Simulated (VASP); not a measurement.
ReSbP:

```
Re Sb P
1.0
     4.11571    0.00000    0.00000
    -2.05785    3.56431    0.00000
     0.00000    0.00000    4.53424
Re Sb P
1 1 1
Direct
  0.00000 0.00000 0.50000
  0.66667 0.33333 0.00000
  0.33333 0.66667 0.50000
```

Base run:

| Quantity | Value |
| --- | --- |
| Program | VASP 6.6.1 |
| Functional | PBE |
| Potentials or basis | VASP PAW PBE potentials, release 64 (Re_sv_GW, Sb_d_GW, P) |
| Cutoff | 500 eV |
| k mesh | 6 × 6 × 4 |
| Occupations | gaussian, width 0.1 eV |
| Spin | no spin polarisation |

Its results: pressure -11.1 GPa.

The run is repeated on the same cell with these changes: potentials or basis from VASP PAW PBE potentials, release 64 (Re_sv_GW, Sb_d_GW, P) to VASP PAW PBE potentials, release 64 (Re, Sb, P); cutoff from 500 eV to 520 eV; further incar settings from ALGO = Normal; EDIFF = 1e-06; NBANDS = 24 to ALGO = Normal; EDIFF = 1e-06; NBANDS = 16; valence electrons from 35 to 17. What comes out?

Pressure -10.5 GPa.
